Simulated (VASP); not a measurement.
Write the native input for VASP 6.6.1 that does the following.

| Quantity | Value |
| --- | --- |
| Task | single point |
| Functional | PBE |
| Potentials or basis | VASP PAW PBE potentials, release 64 (Cd, P) |
| Cutoff | 520 eV |
| k mesh | 4 × 4 × 6 |
| Occupations | gaussian, width 0.1 eV |
| Spin | no spin polarisation |
| Dipole correction | no |
| Further INCAR settings | ALGO = Normal; EDIFF = 1e-06; NBANDS = 25 |

The structure of CdP lies in POSCAR:

```
CdP
1.0
    1.8268540934     -7.3352893597      0.0000000000
    1.8268540934      7.3352893597      0.0000000000
    0.0000000000      0.0000000000      3.1533903989
Cd P
2 2
Direct
    0.8214359816      0.1785640184      0.2500000000
    0.1785640184      0.8214359816      0.7500000000
    0.5516804083      0.4483195917      0.2500000000
    0.4483195917      0.5516804083      0.7500000000
```

One way to write it, as run:

INCAR

```
SYSTEM = CdP
ALGO = Normal
EDIFF = 1E-6
ENCUT = 520
GGA = PE
ISIF = 2
ISMEAR = 0
LASPH = .TRUE.
LCHARG = .FALSE.
LREAL = .FALSE.
LWAVE = .FALSE.
NBANDS = 25
NELM = 60
PREC = Accurate
SIGMA = 0.1
```

KPOINTS

```
k-points
0
G
  4 4 6
  0 0 0
```

Potentials or basis: VASP PAW PBE potentials, release 64 (Cd, P).

The run is started by

```bash
$ cat potpaw_PBE.64/Cd/POTCAR potpaw_PBE.64/P/POTCAR > POTCAR
$ mpirun -np 1 vasp_std > vasp.out
```

Results of the run:

* Pressure: -0.1 GPa
* Largest force: 0.081 eV/Å
* Band gap on the k mesh: zero (bands 17 and 18 overlap by 2.54 eV)

Caveat: the k points lie up to 0.44 Å⁻¹ apart, too coarse for converged energies and pressures of a metal.

It took 88 s on 1 thread of Intel(R) Xeon(R) 6975P-C (Granite Rapids), with other jobs on the host, peak memory 0.27 GiB.
